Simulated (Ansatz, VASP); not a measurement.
One calculation of Na, two programs

File INCAR:

```
SYSTEM = Na
PREC     = Accurate       ! precision mode
ENCUT    = 520            ! plane-wave cutoff, eV
EDIFF    = 1E-6           ! SCF threshold, eV
ISMEAR   = 0              ! smearing method
SIGMA    = 0.15           ! smearing width, eV
LREAL    = .False.        ! projectors in reciprocal space
LASPH    = .True.         ! aspherical terms in the spheres
NELM     = 60             ! most SCF steps
ALGO     = Normal         ! electronic algorithm
ISIF     = 2              ! what is computed and relaxed
LWAVE    = .False.        ! write WAVECAR
LCHARG   = .True.         ! write CHGCAR
GGA      = PS             ! functional
LELF     = .True.         ! ELF
LVHAR    = .True.       
NBANDS   = 10             ! bands
```

KPOINTS

```
regular mesh
0
Gamma
  16 16 16
  0 0 0
```

The input POSCAR:

```
Na
1.0
   -1.9567500000      1.9567500000      2.6120919067
    1.9567500000     -1.9567500000      2.6120919067
    1.9567500000      1.9567500000     -2.6120919067
Na
1
Direct
    0.0000000000      0.0000000000      0.0000000000
```

Input for Ansatz:

```yaml
crystal:
  lattice:
    - [-1.95675, 1.95675, 2.6120919067]
    - [1.95675, -1.95675, 2.6120919067]
    - [1.95675, 1.95675, -2.6120919067]
  atoms:
    - { symbol: Na, position: [0.0, 0.0, 0.0] }
basis:
  ecutwfc: 520.0
kpoints:
  mp_grid: { grid: [16, 16, 16] }
hamiltonian:
  xc: pbesol
scf:
  occupations: { method: gaussian, width: 0.15 }
output:
  forces: true
  stress: true
  eigenvalues: true
```

Alike in both runs: task single point; functional PBEsol; k mesh 16 × 16 × 16; occupations gaussian, width 0.15 eV; no spin polarisation.

|  | VASP | Ansatz |
| --- | --- | --- |
| version | VASP 6.6.1 | Ansatz 0.2.0 |
| potentials or method | VASP PAW PBE potentials, release 64 (Na_pv), cutoff 520 eV | scalar-relativistic, plane waves, PAW |
| valence electrons in the cell | 7 | 9 |

```csv
,VASP,Ansatz,Ansatz less VASP
gap on the k mesh at the Fermi level (eV),none,none,-
pressure (GPa),-0.6,-0.6,+0.01
```

VASP's potentials were made for PBE, not for PBEsol. A gap of «none» marks a metal or a gap that the smearing closes. VASP's potentials hold 7 valence electrons a cell and Ansatz's 9, so a difference there can come from the potentials and not from the codes.
